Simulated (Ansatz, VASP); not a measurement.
Two plane-wave programs on Au

Contents of POSCAR:

```
Au
1.0
    0.0000000000      2.0615246536      2.0615246536
    2.0615246536      0.0000000000      2.0615246536
    2.0615246536      2.0615246536      0.0000000000
Au
1
Direct
    0.0000000000      0.0000000000      0.0000000000
```

Contents of INCAR.step1:

```
SYSTEM = Au
ALGO = Normal
EDIFF = 1E-4
ENCUT = 520
GGA = PE
ISMEAR = 1
LASPH = .True.
LCHARG = .False.
LREAL = .False.
LWAVE = .True.
NBANDS = 12
NELM = 80
PREC = Accurate
SIGMA = 0.3
```

The input INCAR.step2:

```
SYSTEM = Au
ALGO = Normal
EDIFF = 1E-6
ENCUT = 520
ISIF = 2
ISMEAR = 1
ISTART = 1
LASPH = .True.
LCHARG = .False.
LMIXTAU = .True.
LREAL = .False.
LWAVE = .False.
METAGGA = R2SCAN
NBANDS = 12
NELM = 80
PREC = Accurate
SIGMA = 0.3
```

KPOINTS

```
k-points
0
Gamma
  13 13 13
  0 0 0
```

Input for Ansatz:

```yaml
crystal:
  lattice:
    - [0.0, 2.0615246536, 2.0615246536]
    - [2.0615246536, 0.0, 2.0615246536]
    - [2.0615246536, 2.0615246536, 0.0]
  atoms:
    - { symbol: Au, position: [0.0, 0.0, 0.0] }
hamiltonian:
  xc: r2scan
  pseudopotentials:
    kind: paw
    azcp:
      Au: "pseudopotentials/Au.paw.azcp"
basis:
  ecutwfc: 500
  fft_grid_basis: typed
kpoints:
  mp_grid: { grid: [13, 13, 13], shift: [0, 0, 0] }
magnetization:
  spin_polarized: false
scf:
  occupations: { method: methfessel_paxton, width: 0.3 }
  lower_state_search: "off"
output:
  stress: true
  write_density: true
  write_potential: true
  elf: true
  volumetric_format: npy
```

Alike in both runs: task single point; functional r2SCAN; k mesh 13 × 13 × 13; occupations methfessel-paxton of order 1, width 0.3 eV; no spin polarisation.

|  | VASP | Ansatz |
| --- | --- | --- |
| version | VASP 6.6.1 | Ansatz 0.2.0 |
| potentials or method | VASP PAW PBE potentials, release 64 (Au), cutoff 520 eV | plane waves (500 eV) with PAW, scalar-relativistic |
| valence electrons in the cell | 11 | 19 |

```tsv
	VASP	Ansatz	Ansatz less VASP
pressure (GPa)	0.2	-0.1	-0.27
```

VASP's potentials were made for PBE, not for r2SCAN. The functional is the same, so the differences come from potentials, cutoffs and numerics. VASP's potentials hold 11 valence electrons a cell and Ansatz's 19, so a difference there can come from the potentials and not from the codes.

Neither program's run includes spin-orbit coupling.
